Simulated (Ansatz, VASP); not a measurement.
**Hf in VASP and in Ansatz**

Contents of INCAR:

```
  PREC = Accurate
  ENCUT = 520
  EDIFF = 1E-8
  ISMEAR = -1
  SIGMA = 0.08
  LREAL = False
  LASPH = True
  NELM = 80
  ALGO = Normal
  ISIF = 2
  LWAVE = False
  LCHARG = False
  GGA = PS
  LEFG = True
  NBANDS = 11
```

Contents of KPOINTS:

```
Automatic mesh
0
Gamma
  16 16 16
```

Contents of POSCAR:

```
Hf
1.0
   -1.8050000000      1.8050000000      1.7869500000
    1.8050000000     -1.8050000000      1.7869500000
    1.8050000000      1.8050000000     -1.7869500000
Hf
1
Direct
    0.0000000000      0.0000000000      0.0000000000
```

Input for Ansatz:

```yaml
crystal:
  lattice:
    - [-1.805, 1.805, 1.78695]
    - [1.805, -1.805, 1.78695]
    - [1.805, 1.805, -1.78695]
  atoms:
    - { symbol: Hf, position: [0.0, 0.0, 0.0] }
kpoints:
  mp_grid: { grid: [16, 16, 16] }
scf:
  occupations: { method: fermi_dirac, width: 0.08 }
hamiltonian:
  xc: pbesol
  pseudopotentials: { kind: all_electron, datasets: crystal }
output:
  forces: true
  stress: true
  eigenvalues: true
  efg: { contact_densities: true }
```

Change from the starting cell: zz strain of -1 %, crystal datasets.

Alike in both runs: task electric field gradients; functional PBEsol; k mesh 16 × 16 × 16; occupations fermi-dirac, width 0.08 eV; no spin polarisation.

```csv
,VASP,Ansatz
version,VASP 6.6.1,Ansatz 0.2.0
potentials or method,"VASP PAW PBE potentials, release 64 (Hf_pv), cutoff 520 eV","all-electron PAW with datasets made for the crystal, scalar-relativistic"
```

VASP gave:

```
pressure (GPa)                                                : -8.4
traceless stress, the component that is largest in VASP (GPa) : -0.31
size of Vzz on the site where it differs most (V/Å²)          : 0.0
```

Task: Which values does Ansatz return?

Result: Pressure (GPa): -8.1; traceless stress, the component that is largest in VASP (GPa): -0.30; size of Vzz on the site where it differs most (V/Å²): 0.3.

VASP's potentials were made for PBE, not for PBEsol. Ansatz ran all-electron here, and VASP with PAW potentials.

Neither program's run includes spin-orbit coupling.
